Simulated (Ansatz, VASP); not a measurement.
# One calculation of AlP, two programs

```
Al P
1.0
     0.00000    2.63854    2.63854
     2.63854    0.00000    2.63854
     2.63854    2.63854    0.00000
Al P
1 1
Direct
  0.00000 0.00000 0.00000
  0.25000 0.25000 0.25000
```

Alike in both runs: task single point; functional PBE; k mesh 8 × 8 × 8; occupations gaussian, width 0.02 eV; no spin polarisation.

```csv
,VASP,Ansatz
version,VASP 6.6.1,Ansatz 0.2.0
potentials or method,"VASP PAW PBE potentials, release 64 (Al, P), cutoff 500 eV","scalar-relativistic, plane waves, PAW"
valence electrons in the cell,8,8
```

Ansatz gave:

| Quantity | Value |
| --- | --- |
| gap on the k mesh at the Fermi level (eV) | 1.36 |
| least direct gap on the mesh (eV) | 3.67 |
| pressure (GPa) | 13.8 |

Task: Which values does VASP return?

Result: gap on the k mesh at the Fermi level (eV): 1.36; least direct gap on the mesh (eV): 3.68; pressure (GPa): 13.7.
